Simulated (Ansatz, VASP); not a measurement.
## One calculation of C, two programs

Contents of INCAR:

```
SYSTEM = C
ALGO = Normal
EDIFF = 1E-7
ENCUT = 520
GGA = PS
ISIF = 2
ISMEAR = 0
IVDW = 12
LASPH = .TRUE.
LCHARG = .FALSE.
LREAL = .FALSE.
LWAVE = .FALSE.
NBANDS = 11
NELM = 100
PREC = Accurate
SIGMA = 0.03
```

The input KPOINTS:

```
k-points
0
G
  18 18 18
  0 0 0
```

File POSCAR:

```
C
1.0
    0.0000000000      2.2094280082      3.2483023607
    1.2764581491      0.0000000000      3.2483023607
    1.2764581491      2.2094280082      0.0000000000
C
2
Direct
    0.1667066167      0.8332933833      0.1667066167
    0.8332933833      0.1667066167      0.8332933833
```

Input for Ansatz:

```yaml
crystal:
  lattice:
    - [0.0, 2.2094280082, 3.2483023607]
    - [1.2764581491, 0.0, 3.2483023607]
    - [1.2764581491, 2.2094280082, 0.0]
  atoms:
    - { symbol: C, position: [0.1667066167, 0.8332933833, 0.1667066167] }
    - { symbol: C, position: [0.8332933833, 0.1667066167, 0.8332933833] }
basis:
  ecutwfc: 520.0
kpoints:
  mp_grid: { grid: [18, 18, 18] }
hamiltonian:
  xc: pbesol
  pseudopotentials: { kind: paw, azcp: { folder: soft_1 } }
  dispersion: d3bj
scf:
  occupations: { method: gaussian, width: 0.03 }
output:
  forces: true
  stress: true
  eigenvalues: true
```

Change from the starting cell: volume 9.161 Å^3 an atom, stretch along c over the lengths across it, relative to the relaxed cell 0.9411.

Alike in both runs: task single point; functional PBEsol; dispersion D3(BJ); k mesh 18 × 18 × 18; occupations gaussian, width 0.03 eV; no spin polarisation.

|  | VASP | Ansatz |
| --- | --- | --- |
| version | VASP 6.6.1 | Ansatz 0.2.0 |
| potentials or method | VASP PAW PBE potentials, release 64 (C), cutoff 520 eV | scalar-relativistic, plane waves, PAW |
| valence electrons in the cell | 8 | 8 |

```csv
,VASP,Ansatz,Ansatz less VASP
gap on the k mesh at the Fermi level (eV),0.05,0.05,+0.001
least direct gap on the mesh (eV),0.20,0.20,0.000
pressure (GPa),-27.6,-28.2,-0.61
"traceless stress, the component that is largest in VASP (GPa)",28.74,29.42,+0.676
```

VASP's potentials were made for PBE, not for PBEsol, and Ansatz warns of the same on its side.
